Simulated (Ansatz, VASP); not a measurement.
# ZnSe in VASP and in Ansatz

```
CELL_PARAMETERS angstrom
2.70829 2.70829 0.00000
-2.70829 2.70829 0.00000
0.00000 2.70829 2.70829
ATOMIC_POSITIONS crystal
Zn 0.00000 0.00000 0.00000
Se 0.75000 0.25000 0.50000
```

Alike in both runs: task single point; functional PBEsol; k mesh 8 × 8 × 8; non-collinear spin, spin-orbit coupling.

```csv
,VASP,Ansatz
version,VASP 6.6.1,Ansatz 0.2.0
potentials or method,"VASP PAW PBE potentials, release 64 (Zn, Se), cutoff 520 eV",all-electron LAPW
occupations,"gaussian, width 0.01 eV",fixed
```

Ansatz gave:

- pressure (GPa): 10.0
- net moment per atom (μB): 0.00

Problem. Estimate VASP's values.

Solution. Pressure (GPa): 10.4; net moment per atom (μB): 0.00.

VASP's potentials were made for PBE, not for PBEsol. Ansatz ran all-electron here, and VASP with PAW potentials.
